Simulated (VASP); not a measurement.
# GaN (Fm-3m) in VASP: single point with PBEsol

Aim: the single point of GaN with PBEsol.

All numbers are computed with VASP 6.6.1; they aren't measurements. Logs are shortened: lines on timing, memory, paths and dates and some standing lists are left out, and cuts for length are marked.

**1. The cell of the first run**

Symmetry: Fm-3m, No. 225, cubic system. The conventional cell has a = 3.998 Å, b = 3.998 Å, c = 3.998 Å, α = 90.00°, β = 90.00°, γ = 90.00°. Ga (site symmetry m-3m) has 6 N at 2.00 Å within 2.6 Å. Within 2.6 Å of N (site symmetry m-3m) lie 6 Ga at 2.00 Å.

**2. Single point, PBEsol**

Input file INCAR:

```
PREC = Accurate
ENCUT = 520
EDIFF = 1E-7
ISMEAR = 0
SIGMA = 0.05
LREAL = F
LASPH = T
NELM = 60
ALGO = Normal
ISIF = 2
LWAVE = F
LCHARG = F
GGA = PS
NBANDS = 16
```

Input file KPOINTS:

```
Automatic mesh
0
Gamma
  14 14 14
```

Input file POSCAR:

```
GaN
1.0
    0.0000000000      1.9991196500      1.9991196500
    1.9991196500      0.0000000000      1.9991196500
    1.9991196500      1.9991196500      0.0000000000
Ga N
1 1
Direct
    0.5000000000      0.5000000000      0.5000000000
    0.0000000000      0.0000000000      0.0000000000
```

Potentials or basis: VASP PAW PBE potentials, release 64 (Ga_d, N).

Run with:

```bash
$ cat potpaw_PBE.64/Ga_d/POTCAR potpaw_PBE.64/N/POTCAR > POTCAR
$ mpirun -np 1 vasp_std > vasp.out
```

OUTCAR:

```text
PREC = Accurate
   ENCUT = 520
   EDIFF = 1E-7
   ISMEAR = 0
   LREAL = F
   LASPH = T
   NELM = 60
   ISIF = 2
   GGA = PS

 ion  position               nearest neighbor table
   1  0.500  0.500  0.500-   2 2.00   2 2.00   2 2.00   2 2.00   2 2.00   2 2.00
   2  0.000  0.000  0.000-   1 2.00   1 2.00   1 2.00   1 2.00   1 2.00   1 2.00

  LATTYP: Found a face centered cubic cell.
 ALAT       =     3.9982393000

  Lattice vectors:

 A1 = (   0.0000000000,   1.9991196500,   1.9991196500)
 A2 = (   1.9991196500,   0.0000000000,   1.9991196500)
 A3 = (   1.9991196500,   1.9991196500,   0.0000000000)

Analysis of symmetry for initial positions (statically):
=====================================================================
 Subroutine PRICEL returns:
 Original cell was already a primitive cell.

 Routine SETGRP: Setting up the symmetry group for a
 face centered cubic supercell.

 Subroutine GETGRP returns: Found 48 space group operations
 (whereof 48 operations were pure point group operations)
 out of a pool of 48 trial point group operations.

The static configuration has the point symmetry O_h .

Analysis of symmetry for dynamics (positions and initial velocities):
=====================================================================
 Subroutine PRICEL returns:
 Original cell was already a primitive cell.

 Routine SETGRP: Setting up the symmetry group for a
 face centered cubic supercell.

 Subroutine GETGRP returns: Found 48 space group operations
 (whereof 48 operations were pure point group operations)
 out of a pool of 48 trial point group operations.

The dynamic configuration has the point symmetry O_h .

 Subroutine INISYM returns: Found 48 space group operations
 (whereof 48 operations are pure point group operations),
 and found     1 'primitive' translations

----------------------------------------------------------------------------------------

                                     Primitive cell

  volume of cell :      15.9789

  direct lattice vectors                    reciprocal lattice vectors
     0.000000000  1.999119650  1.999119650    -0.250110092  0.250110092  0.250110092
     1.999119650  0.000000000  1.999119650     0.250110092 -0.250110092  0.250110092
     1.999119650  1.999119650  0.000000000     0.250110092  0.250110092 -0.250110092

  length of vectors
     2.827182122  2.827182122  2.827182122     0.433203387  0.433203387  0.433203387

  position of ions in fractional coordinates (direct lattice)
     0.500000000  0.500000000  0.500000000
     0.000000000  0.000000000  0.000000000

  ion indices of the primitive-cell ions
   primitive index   ion index
                 1           1
                 2           2

----------------------------------------------------------------------------------------

 KPOINTS: Automatic mesh

Automatic generation of k-mesh.
 Grid dimensions read from file:
 generate k-points for:   14   14   14

 Generating k-lattice:

  Cartesian coordinates                     Fractional coordinates (reciprocal lattice)
    -0.017865007  0.017865007  0.017865007     0.071428571  0.000000000  0.000000000
     0.017865007 -0.017865007  0.017865007     0.000000000  0.071428571  0.000000000
     0.017865007  0.017865007 -0.017865007     0.000000000  0.000000000  0.071428571

  Length of vectors
     0.030943099  0.030943099  0.030943099

  Shift w.r.t. Gamma in fractional coordinates (k-lattice)
     0.000000000  0.000000000  0.000000000

 Subroutine IBZKPT returns following result:
 ===========================================

 Found    104 irreducible k-points:

 Following reciprocal coordinates:
            Coordinates               Weight
  0.000000  0.000000  0.000000      1.000000
  0.071429  0.000000  0.000000      8.000000
  0.142857  0.000000  0.000000      8.000000
  0.214286  0.000000  0.000000      8.000000
  0.285714  0.000000  0.000000      8.000000
  0.357143  0.000000  0.000000      8.000000
[... 16 lines left out ...]
  0.214286  0.142857  0.000000     24.000000
  0.285714  0.142857  0.000000     24.000000
 [... further k-points ...]
   k-points           NKPTS =    104   k-points in BZ     NKDIM =    104   number of bands    NBANDS=     16
   number of dos      NEDOS =    301   number of ions     NIONS =      2
   total plane-waves  NPLWV =  13824
   dimension x,y,z NGX =    24 NGY =   24 NGZ =   24
   dimension x,y,z NGXF=    48 NGYF=   48 NGZF=   48
   ions per type =               1   1
   NGX,Y,Z   is equivalent  to a cutoff of  14.11, 14.11, 14.11 a.u.
   NGXF,Y,Z  is equivalent  to a cutoff of  28.23, 28.23, 28.23 a.u.
 SYSTEM =  unknown system
   PREC   = accura    normal or accurate (medium, high low for compatibility)
   ISTART =      0    job   : 0-new  1-cont  2-samecut
   ICHARG =      2    charge: 1-file 2-atom 10-const
   ISPIN  =      1    spin polarized calculation?
   LNONCOLLINEAR =      F non collinear calculations
   LSORBIT =      F    spin-orbit coupling
   LASPH  =      T    aspherical Exc in radial PAW
   ENCUT  =  520.0 eV  38.22 Ry    6.18 a.u.   5.26  5.26  5.26*2*pi/ulx,y,z
   NELM   =     60;   NELMIN=  2; NELMDL= -5     # of ELM steps
   EDIFF  = 0.1E-06   stopping-criterion for ELM
   LREAL  =      F    real-space projection
   EDIFFG = 0.1E-05   stopping-criterion for IOM
   NSW    =      0    number of steps for IOM
   IBRION =     -1    ionic relax: 0-MD 1-quasi-New 2-CG
   NFREE  =      0    steps in history (QN), initial steepest desc. (CG)
   ISIF   =      2    stress and relaxation
   ISYM   =      2    0-nonsym 1-usesym 2-fastsym
   POTIM  = 0.5000    time-step for ionic-motion
   TEBEG  =    0.0;   TEEND  =   0.0 temperature during run
   PSTRESS=    0.0 pullay stress
   NELECT =      18.0000    total number of electrons
   NUPDOWN=      -1.0000    fix difference up-down
   EMIN   =  10.00;   EMAX   =-10.00  energy-range for DOS
   EFERMI =   0.00;   METHOD = LEGACY
   ISMEAR =     0;   SIGMA  =   0.05  broadening in eV -4-tet -1-fermi 0-gaus
   EFERMI_NEDOS =   21; number of points for ismear=-14 and -15
   IALGO  =     38    algorithm
   IMIX   =      4    mixing-type and parameters
     AMIX     =   0.40;   BMIX     =  1.00
     AMIX_MAG =   1.60;   BMIX_MAG =  1.00
  volume/ion in A,a.u.               =       7.99        53.92
  Fermi-wavevector in a.u.,A,eV,Ry     =   1.703401  3.218961 39.478321  2.901575
  Thomas-Fermi vector in A             =   2.782994
   LORBIT       =      0    0 simple, 1 ext, 2 COOP (PROOUT), +10 PAW based schemes
   GGA     = PS    functional components
   LHFCALC =     F    Hartree Fock is set to
   AEXX    =    0.0000 exact exchange contribution
   IVDW    =     0    specifies the selected vdW correction
   LEPSILON=     F    determine dielectric tensor
   LRPA    =     F    only Hartree local field effects (RPA)
 non-spin polarized calculation
 Gauss-broadening in eV      SIGMA  =   0.05
  energy-cutoff  :      520.00
  volume of cell :       15.98
 maximum number of plane-waves:       444
 NGX is ok and might be reduce to    24
   NGX = 11   NGY = 11   NGZ = 11

 number of electron      18.0000000 magnetization

 Free energy of the ion-electron system (eV)
  ---------------------------------------------------
  ext. energy  EPLUGINS =         0.00000000
  ---------------------------------------------------
  free energy    TOTEN  =       -11.83846572 eV

  energy without entropy =      -11.83846572  energy(sigma->0) =      -11.83846572

 E-fermi :  10.3117     XC(G=0): -14.2675

 val. band max:       10.0446707292   @ k =  -0.2143   0.1429   0.0000
 cond. band min:      11.6780589258   @ k =   0.5000   0.5000   0.0000
 fundamental gap:      1.6333881966
 Fermi energy:        10.3117281794

 k-point     1 :       0.0000    0.0000    0.0000
  band No.  band energies     occupation
      1      -9.1171      2.00000
      2      -3.9126      2.00000
      3      -3.9126      2.00000
      4      -3.9126      2.00000
      5      -3.7626      2.00000
      6      -3.7626      2.00000
[... 8 lines left out ...]
     15      28.3032      0.00000
     16      28.3032      0.00000

 k-point     2 :       0.0714    0.0000    0.0000
  band No.  band energies     occupation
      1      -8.9990      2.00000
      2      -3.9218      2.00000
      3      -3.9037      2.00000
      4      -3.9037      2.00000
      5      -3.7766      2.00000
      6      -3.7766      2.00000
[... 8 lines left out ...]
     15      27.8595      0.00000
     16      27.8595      0.00000

 k-point     3 :       0.1429    0.0000    0.0000
  band No.  band energies     occupation
      1      -8.6491      2.00000
      2      -3.9483      2.00000
      3      -3.9047      2.00000
      4      -3.9047      2.00000
      5      -3.7893      2.00000
      6      -3.7893      2.00000
[... 8 lines left out ...]
     15      27.8367      0.00000
     16      27.8367      0.00000

 k-point     4 :       0.2143    0.0000    0.0000
  band No.  band energies     occupation
      1      -8.0834      2.00000
      2      -3.9906      2.00000
      3      -3.9655      2.00000
      4      -3.9655      2.00000
      5      -3.7466      2.00000
      6      -3.7466      2.00000
[... 8 lines left out ...]
     15      28.7071      0.00000
     16      28.7071      0.00000
[... 324 lines left out ...]
 k-point    22 :       0.1429    0.1429    0.0000
  band No.  band energies     occupation
      1      -8.5111      2.00000
      2      -3.9717      2.00000
      3      -3.9226      2.00000
      4      -3.8496      2.00000
      5      -3.8496      2.00000
      6      -3.7299      2.00000
[... 8 lines left out ...]
     15      31.6389      0.00000
     16      31.6397      0.00000

 k-point    23 :       0.2143    0.1429    0.0000
  band No.  band energies     occupation
      1      -8.1211      2.00000
      2      -4.0029      2.00000
      3      -3.9876      2.00000
      4      -3.8403      2.00000
      5      -3.7973      2.00000
      6      -3.7028      2.00000
[... 8 lines left out ...]
     15      31.6115      0.00000
     16      32.1787      0.00000

 k-point    24 :       0.2857    0.1429    0.0000
  band No.  band energies     occupation
      1      -7.5531      2.00000
      2      -4.0710      2.00000
      3      -4.0150      2.00000
      4      -3.8852      2.00000
      5      -3.7088      2.00000
      6      -3.6457      2.00000
[... 8 lines left out ...]
     15      31.5812      0.00000
     16      32.7607      0.00000

 [... further k-points ...]

------------------------ aborting loop because EDIFF is reached ----------------------------------------

  FORCE on cell =-STRESS in cart. coord.  units (eV):
  Direction    XX          YY          ZZ          XY          YZ          ZX
  --------------------------------------------------------------------------------------
  -------------------------------------------------------------------------------------
  Total        5.4696062      5.4696062      5.4696062     -0.0000000      0.0000000     -0.0000000
  in kB      548.4288370    548.4288370    548.4288370     -0.0000000      0.0000000     -0.0000000
  external PRESSURE =     548.4288370 kB  Pullay stress =       0.0000000 kB

 VOLUME and BASIS-vectors are now :
 -----------------------------------------------------------------------------
  energy-cutoff  :      520.00
  volume of cell :       15.98
      direct lattice vectors                 reciprocal lattice vectors
     0.000000000  1.999119650  1.999119650    -0.250110092  0.250110092  0.250110092
     1.999119650  0.000000000  1.999119650     0.250110092 -0.250110092  0.250110092
     1.999119650  1.999119650  0.000000000     0.250110092  0.250110092 -0.250110092

 POSITION                                       TOTAL-FORCE (eV/Angst)
 -----------------------------------------------------------------------------------
      1.99912      1.99912      1.99912         0.000000      0.000000      0.000000
      0.00000      0.00000      0.00000        -0.000000      0.000000     -0.000000
 -----------------------------------------------------------------------------------
    total drift:                                0.000000     -0.000000      0.000000

  FREE ENERGIE OF THE ION-ELECTRON SYSTEM (eV)
  ---------------------------------------------------
  free  energy   TOTEN  =       -11.8384657235 eV

  energy  without entropy=      -11.8384657235  energy(sigma->0) =      -11.83846572
```

Wall time 44 s (1 thread of Intel Xeon 8259CL, shared host); peak memory 0.16 GiB.

Results:

| Item | Value |
| --- | --- |
| Free energy | -11.8385 eV |
| Pressure | 54.8 GPa |
| Band gap on the k mesh | 1.63 eV, indirect (least direct gap 5.07 eV) |

Levels at points of the mesh, in eV from the valence-band top:
| k point | band 6 | band 7 | band 8 | band 9 | band 10 | band 11 | band 12 | band 13 |
| --- | --- | --- | --- | --- | --- | --- | --- | --- |
| (0.00, 0.00, 0.00) | -13.81 | -0.76 | -0.76 | -0.76 | 4.31 | 15.62 | 15.62 | 15.62 |
| (0.50, 0.00, 0.00) | -13.59 | -9.17 | -0.15 | -0.15 | 5.32 | 9.95 | 9.95 | 11.73 |
| (0.50, 0.50, 0.00) | -10.48 | -8.62 | -3.78 | -3.78 | 1.63 | 7.87 | 13.59 | 16.70 |

Caveat: the PAW data sets were made with another functional, which shifts forces and pressure a little. A k mesh can miss the band edges.
